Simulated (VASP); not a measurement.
Write the native input for VASP 6.6.1 that does the following.

| Item | Value |
| --- | --- |
| Task | single point |
| Functional | PBE |
| Potentials or basis | VASP PAW PBE potentials, release 64 (Rb_sv, Hg) |
| Cutoff | 520 eV |
| k mesh | 8 × 8 × 10 |
| Occupations | gaussian, width 0.1 eV |
| Spin | no spin polarisation |
| Dipole correction | no |
| k mesh for the DOS | 12 × 12 × 15 |
| Occupations for the DOS | tetrahedron |
| Further INCAR settings | ALGO = Fast; EDIFF = 1e-06 |

Crystal: Rb2Hg.

```xyz
3
Lattice="6.3990 0.0000 0.0000 0.0000 6.3990 0.0000 0.0000 0.0000 4.4324" Properties=species:S:1:pos:R:3 pbc="T T T"
Rb    0.0000    3.1995    2.2162
Rb    3.1995    0.0000    2.2162
Hg    0.0000    0.0000    0.0000
```

These files were run (other wordings do the same):

POSCAR

```
Rb2Hg
1.0
    6.3989858000      0.0000000000      0.0000000000
    0.0000000000      6.3989858000      0.0000000000
    0.0000000000      0.0000000000      4.4324479000
Rb Hg
2 1
Direct
    0.0000000000      0.5000000000      0.5000000000
    0.5000000000      0.0000000000      0.5000000000
    0.0000000000      0.0000000000      0.0000000000
```

INCAR.step1

```
PREC = Accurate
ENCUT = 520
EDIFF = 1E-6
ISMEAR = 0
SIGMA = 0.1
LREAL = False
LASPH = True
NELM = 60
ALGO = Fast
ISIF = 2
LWAVE = False
LCHARG = True
GGA = PE
NBANDS = 22
```

KPOINTS.step1

```
regular mesh
0
Gamma
  8 8 10
```

INCAR.step2

```
PREC = Accurate
ENCUT = 520
EDIFF = 1E-6
ISMEAR = -5
SIGMA = 0.1
LREAL = False
LASPH = True
NELM = 60
ALGO = Fast
ISIF = 2
LWAVE = False
LCHARG = False
GGA = PE
LORBIT = 11
NEDOS = 2001
ICHARG = 11
```

KPOINTS.step2

```
regular mesh
0
Gamma
  12 12 15
```

Potentials or basis: VASP PAW PBE potentials, release 64 (Rb_sv, Hg).

The run is started by

```bash
$ cat potpaw_PBE.64/Rb_sv/POTCAR potpaw_PBE.64/Hg/POTCAR > POTCAR
$ cp INCAR.step1 INCAR
$ cp KPOINTS.step1 KPOINTS
$ mpirun -np 1 vasp_std > vasp.out
$ cp INCAR.step2 INCAR
$ cp KPOINTS.step2 KPOINTS
$ mpirun -np 1 vasp_std > vasp.out
```

Results of the run:

```
Valence electrons inside the program's atomic spheres : Rb 7.30; Hg 10.45
```

Wall time 6.5 min on 1 thread of Intel(R) Xeon(R) 6975P-C (Granite Rapids), on a shared host, peak memory 0.83 GiB.
